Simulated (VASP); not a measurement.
# Si2W (P6_222) in VASP: further runs

Runs on Si2W. Level: LDA. Tasks: single point.

Program: VASP 6.6.1. These are calculated values, not measurements. Logs are shortened: lines on timing, memory, paths and dates and some standing lists are left out, and cuts for length are marked.

## (1) The cell of the first run

Symmetry: P6_222, No. 180, hexagonal system. Conventional cell: a = 4.512 Å, b = 4.512 Å, c = 6.683 Å, α = 90.00°, β = 90.00°, γ = 120.00°. Si (site symmetry 2) has 7 Si at 2.23 to 2.95 Å and 5 W at 2.52 to 2.79 Å within 3.0 Å. Within 3.3 Å of W (site symmetry 222) lie 10 Si at 2.52 to 2.79 Å and 4 W at 3.17 Å.

## (2) Single point, LDA (c/a of the conventional cell at fixed volume 1.4813)

The input, INCAR:

```
ALGO = Normal
EDIFF = 1E-6
ENCUT = 520
ISIF = 2
ISMEAR = 0
LASPH = T
LCHARG = T
LELF = T
LREAL = F
LVHAR = T
LWAVE = F
NBANDS = 43
NELM = 80
PREC = Accurate
SIGMA = 0.03
```

The input, KPOINTS:

```
k-points
0
Gamma
  9 9 6
```

The input, POSCAR:

```
Si2W
1.0
    4.5117692230      0.0000000000      0.0000000000
   -2.2558846115      3.9073067631      0.0000000000
    0.0000000000      0.0000000000      6.6832837500
Si W
6 3
Direct
    0.8572664714      0.7145329428      0.5000000000
    0.1427335286      0.8572664714      0.8333333333
    0.7145329428      0.8572664714      0.1666666667
    0.1427335286      0.2854670572      0.5000000000
    0.8572664714      0.1427335286      0.8333333333
    0.2854670572      0.1427335286      0.1666666667
    0.0000000000      0.5000000000      0.1666666667
    0.5000000000      0.5000000000      0.8333333333
    0.5000000000      0.0000000000      0.5000000000
```

Potentials or basis: VASP PAW LDA potentials, release 64 (Si, W_sv).

On the command line:

```bash
> cat potpaw_LDA.64/Si/POTCAR potpaw_LDA.64/W_sv/POTCAR > POTCAR
> mpirun -np 1 vasp_std > vasp.out
```

OUTCAR:

```text
EDIFF = 1E-6
   ENCUT = 520
   ISIF = 2
   ISMEAR = 0
   LASPH = T
   LREAL = F
   NELM = 80
   PREC = Accurate

 ion  position               nearest neighbor table
   1  0.857  0.715  0.500-   4 2.23   2 2.49   3 2.49   9 2.52   9 2.52   7 2.63   8 2.63   9 2.79
                             4 2.81   4 2.81   6 2.95   5 2.95
   2  0.143  0.857  0.833-   5 2.23   1 2.49   6 2.49   8 2.52   8 2.52   9 2.63   7 2.63   8 2.79
                             5 2.81   5 2.81   4 2.95   3 2.95
   3  0.715  0.857  0.167-   6 2.23   1 2.49   5 2.49   7 2.52   7 2.52   9 2.63   8 2.63   7 2.79
                             6 2.81   6 2.81   4 2.95   2 2.95
   4  0.143  0.285  0.500-   1 2.23   5 2.49   6 2.49   9 2.52   9 2.52   7 2.63   8 2.63   9 2.79
                             1 2.81   1 2.81   3 2.95   2 2.95
   5  0.857  0.143  0.833-   2 2.23   4 2.49   3 2.49   8 2.52   8 2.52   9 2.63   7 2.63   8 2.79
                             2 2.81   2 2.81   1 2.95   6 2.95
   6  0.285  0.143  0.167-   3 2.23   4 2.49   2 2.49   7 2.52   7 2.52   9 2.63   8 2.63   7 2.79
                             3 2.81   3 2.81   1 2.95   5 2.95
   7  0.000  0.500  0.167-   6 2.52   3 2.52   6 2.52   3 2.52   1 2.63   4 2.63   2 2.63   5 2.63
                             3 2.79   6 2.79   9 3.17   9 3.17   8 3.17   8 3.17
   8  0.500  0.500  0.833-   5 2.52   2 2.52   2 2.52   5 2.52   1 2.63   4 2.63   3 2.63   6 2.63
                             5 2.79   2 2.79   9 3.17   9 3.17   7 3.17   7 3.17
   9  0.500  0.000  0.500-   4 2.52   1 2.52   4 2.52   1 2.52   6 2.63   3 2.63   2 2.63   5 2.63
                             4 2.79   1 2.79   7 3.17   8 3.17   8 3.17   7 3.17

  LATTYP: Found a hexagonal cell.
 ALAT       =     4.5117692230
 C/A-ratio  =     1.4813000000

  Lattice vectors:

 A1 = (   4.5117692230,   0.0000000000,   0.0000000000)
 A2 = (  -2.2558846115,   3.9073067631,   0.0000000000)
 A3 = (   0.0000000000,   0.0000000000,   6.6832837500)

Analysis of symmetry for initial positions (statically):
=====================================================================
 Subroutine PRICEL returns:
 Original cell was already a primitive cell.

 Routine SETGRP: Setting up the symmetry group for a
 hexagonal supercell.

 Subroutine GETGRP returns: Found 12 space group operations
 (whereof  4 operations were pure point group operations)
 out of a pool of 24 trial point group operations.

The static configuration has the point symmetry D_2 .
 The point group associated with its full space group is D_6 .

Analysis of symmetry for dynamics (positions and initial velocities):
=====================================================================
 Subroutine PRICEL returns:
 Original cell was already a primitive cell.

 Routine SETGRP: Setting up the symmetry group for a
 hexagonal supercell.

 Subroutine GETGRP returns: Found 12 space group operations
 (whereof  4 operations were pure point group operations)
 out of a pool of 24 trial point group operations.

The dynamic configuration has the point symmetry D_2 .
 The point group associated with its full space group is D_6 .

 Subroutine INISYM returns: Found 12 space group operations
 (whereof  4 operations are pure point group operations),
 and found     1 'primitive' translations

----------------------------------------------------------------------------------------

                                     Primitive cell

  volume of cell :     117.8187

  direct lattice vectors                    reciprocal lattice vectors
     4.511769223  0.000000000  0.000000000     0.221642542  0.127965381  0.000000000
    -2.255884611  3.907306763  0.000000000     0.000000000  0.255930763  0.000000000
     0.000000000  0.000000000  6.683283750     0.000000000  0.000000000  0.149627045

  length of vectors
     4.511769223  4.511769223  6.683283750     0.255930763  0.255930763  0.149627045

  position of ions in fractional coordinates (direct lattice)
     0.857266471  0.714532943  0.500000000
     0.142733529  0.857266471  0.833333333
     0.714532943  0.857266471  0.166666667
     0.142733529  0.285467057  0.500000000
     0.857266471  0.142733529  0.833333333
     0.285467057  0.142733529  0.166666667
     0.000000000  0.500000000  0.166666667
     0.500000000  0.500000000  0.833333333
     0.500000000  0.000000000  0.500000000

  ion indices of the primitive-cell ions
   primitive index   ion index
                 1           1
                 2           2
                 3           3
                 4           4
                 5           5
                 6           6
                 7           7
                 8           8
                 9           9

----------------------------------------------------------------------------------------

 KPOINTS: k-points

Automatic generation of k-mesh.
 Grid dimensions read from file:
 generate k-points for:    9    9    6

 Generating k-lattice:

  Cartesian coordinates                     Fractional coordinates (reciprocal lattice)
     0.024626949  0.014218376  0.000000000     0.111111111  0.000000000  0.000000000
     0.000000000  0.028436751  0.000000000     0.000000000  0.111111111  0.000000000
     0.000000000  0.000000000  0.024937841     0.000000000  0.000000000  0.166666667

  Length of vectors
     0.028436751  0.028436751  0.024937841

  Shift w.r.t. Gamma in fractional coordinates (k-lattice)
     0.000000000  0.000000000  0.000000000

 Subroutine IBZKPT returns following result:
 ===========================================

 Found     48 irreducible k-points:

 Following reciprocal coordinates:
            Coordinates               Weight
  0.000000  0.000000  0.000000      1.000000
  0.111111  0.000000  0.000000      6.000000
  0.222222  0.000000  0.000000      6.000000
  0.333333  0.000000  0.000000      6.000000
  0.444444  0.000000  0.000000      6.000000
  0.111111  0.111111  0.000000      6.000000
[... 16 lines left out ...]
  0.333333  0.222222  0.166667     24.000000
  0.333333  0.333333  0.166667      4.000000
 [... further k-points ...]
   k-points           NKPTS =     48   k-points in BZ     NKDIM =     48   number of bands    NBANDS=     43
   number of dos      NEDOS =    301   number of ions     NIONS =      9
   total plane-waves  NPLWV =  64800
   dimension x,y,z NGX =    36 NGY =   36 NGZ =   50
   dimension x,y,z NGXF=    72 NGYF=   72 NGZF=  100
   ions per type =               6   3
   NGX,Y,Z   is equivalent  to a cutoff of  13.26, 13.26, 12.44 a.u.
   NGXF,Y,Z  is equivalent  to a cutoff of  26.53, 26.53, 24.87 a.u.
 SYSTEM =  unknown system
   PREC   = accura    normal or accurate (medium, high low for compatibility)
   ISTART =      0    job   : 0-new  1-cont  2-samecut
   ICHARG =      2    charge: 1-file 2-atom 10-const
   ISPIN  =      1    spin polarized calculation?
   LNONCOLLINEAR =      F non collinear calculations
   LSORBIT =      F    spin-orbit coupling
   LASPH  =      T    aspherical Exc in radial PAW
   ENCUT  =  520.0 eV  38.22 Ry    6.18 a.u.   8.39  8.39 12.43*2*pi/ulx,y,z
   NELM   =     80;   NELMIN=  2; NELMDL= -5     # of ELM steps
   EDIFF  = 0.1E-05   stopping-criterion for ELM
   LREAL  =      F    real-space projection
   EDIFFG = 0.1E-04   stopping-criterion for IOM
   NSW    =      0    number of steps for IOM
   IBRION =     -1    ionic relax: 0-MD 1-quasi-New 2-CG
   NFREE  =      0    steps in history (QN), initial steepest desc. (CG)
   ISIF   =      2    stress and relaxation
   ISYM   =      2    0-nonsym 1-usesym 2-fastsym
   POTIM  = 0.5000    time-step for ionic-motion
   TEBEG  =    0.0;   TEEND  =   0.0 temperature during run
   PSTRESS=    0.0 pullay stress
   NELECT =      66.0000    total number of electrons
   NUPDOWN=      -1.0000    fix difference up-down
   EMIN   =  10.00;   EMAX   =-10.00  energy-range for DOS
   EFERMI =   0.00;   METHOD = LEGACY
   ISMEAR =     0;   SIGMA  =   0.03  broadening in eV -4-tet -1-fermi 0-gaus
   EFERMI_NEDOS =   21; number of points for ismear=-14 and -15
   IALGO  =     38    algorithm
   IMIX   =      4    mixing-type and parameters
     AMIX     =   0.40;   BMIX     =  1.00
     AMIX_MAG =   1.60;   BMIX_MAG =  1.00
  volume/ion in A,a.u.               =      13.09        88.34
  Fermi-wavevector in a.u.,A,eV,Ry     =   1.349537  2.550255 24.779603  1.821249
  Thomas-Fermi vector in A             =   2.477115
   LORBIT       =      0    0 simple, 1 ext, 2 COOP (PROOUT), +10 PAW based schemes
   GGA     = CA    functional components
   LHFCALC =     F    Hartree Fock is set to
   AEXX    =    0.0000 exact exchange contribution
   IVDW    =     0    specifies the selected vdW correction
   LEPSILON=     F    determine dielectric tensor
   LRPA    =     F    only Hartree local field effects (RPA)
 non-spin polarized calculation
 Gauss-broadening in eV      SIGMA  =   0.03
  energy-cutoff  :      520.00
  volume of cell :      117.82
 maximum number of plane-waves:      3216
 NGX is ok and might be reduce to    36
   NGX = 17   NGY = 17   NGZ = 25

 number of electron      65.9999995 magnetization

 Free energy of the ion-electron system (eV)
  ---------------------------------------------------
  ext. energy  EPLUGINS =         0.00000000
  ---------------------------------------------------
  free energy    TOTEN  =       -79.59896465 eV

  energy without entropy =      -79.59755184  energy(sigma->0) =      -79.59825824

 E-fermi :  12.6201     XC(G=0): -12.7663

 val. band max:       12.6030911146   @ k =   0.1111   0.0000   0.3333
 cond. band min:      12.6273102027   @ k =   0.4444   0.0000   0.3333
 fundamental gap:      0.0242190881
 Fermi energy:        12.6201271642

 k-point     1 :       0.0000    0.0000    0.0000
  band No.  band energies     occupation
      1     -60.9942      2.00000
      2     -60.9803      2.00000
      3     -60.9803      2.00000
      4     -25.7496      2.00000
      5     -25.7496      2.00000
      6     -25.6755      2.00000
[... 35 lines left out ...]
     42      16.0702      0.00000
     43      16.0702      0.00000
[... 1017 lines left out ...]
      3     -60.9805      2.00000
      4     -25.7618      2.00000
      5     -25.7441      2.00000
      6     -25.7181      2.00000
[... 35 lines left out ...]
     42      16.1017      0.00000
     43      16.3873      0.00000

 [... further k-points ...]
[... 5 lines left out ...]
  --------------------------------------------------------------------------------------
  -------------------------------------------------------------------------------------
  Total        8.0104587      8.0104587     -3.4243049     -0.0000000     -0.0000000      0.0000000
  in kB      108.9315497    108.9315497    -46.5659770     -0.0000000     -0.0000000      0.0000000
  external PRESSURE =      57.0990408 kB  Pullay stress =       0.0000000 kB

 VOLUME and BASIS-vectors are now :
 -----------------------------------------------------------------------------
  energy-cutoff  :      520.00
  volume of cell :      117.82
      direct lattice vectors                 reciprocal lattice vectors
     4.511769223  0.000000000  0.000000000     0.221642542  0.127965381  0.000000000
    -2.255884611  3.907306763  0.000000000     0.000000000  0.255930763  0.000000000
     0.000000000  0.000000000  6.683283750     0.000000000  0.000000000  0.149627045

 POSITION                                       TOTAL-FORCE (eV/Angst)
 -----------------------------------------------------------------------------------
      2.25588      2.79190      3.34164        -0.000000     -4.011166     -0.000000
     -1.28991      3.34960      5.56940         3.473771     -2.005583     -0.000000
      1.28991      3.34960      1.11388        -3.473771     -2.005583     -0.000000
     -0.00000      1.11541      3.34164         0.000000      4.011166     -0.000000
      3.54580      0.55770      5.56940        -3.473771      2.005583      0.000000
      0.96597      0.55770      1.11388         3.473771      2.005583      0.000000
     -1.12794      1.95365      1.11388        -0.000000     -0.000000     -0.000000
      1.12794      1.95365      5.56940         0.000000     -0.000000     -0.000000
      2.25588      0.00000      3.34164        -0.000000     -0.000000     -0.000000
 -----------------------------------------------------------------------------------
    total drift:                               -0.000000     -0.000000      0.000000

  FREE ENERGIE OF THE ION-ELECTRON SYSTEM (eV)
  ---------------------------------------------------
  free  energy   TOTEN  =       -79.5989646468 eV

  energy  without entropy=      -79.5975518428  energy(sigma->0) =      -79.59825824
```

Run time: 81 s. Hardware: 1 thread of Intel Xeon 6975P-C (Granite Rapids), shared host; peak memory 0.32 GiB.

What came out:

| Item | Value |
| --- | --- |
| Free energy | -79.5990 eV |
| Pressure | 5.7 GPa |
| Largest force | 4.011 eV/Å |
| Band gap on the k mesh | zero (band 33 reaches 12.81 eV, above the bottom of band 34 at 12.46 eV) |

Forces on the atoms (eV/Å):
```
Si   0.000 -4.011  0.000
Si   3.474 -2.006  0.000
Si  -3.474 -2.006  0.000
Si   0.000  4.011  0.000
Si  -3.474  2.006  0.000
Si   3.474  2.006  0.000
W    0.000  0.000  0.000
W    0.000  0.000  0.000
W    0.000  0.000  0.000
```

Caveat: spin-orbit coupling is left out, which moves the levels of the heavy elements; forces of over 1 eV/Å act on the atoms, so gaps and moduli don't describe the material at rest.

(Part 1 of 2 ends here.)
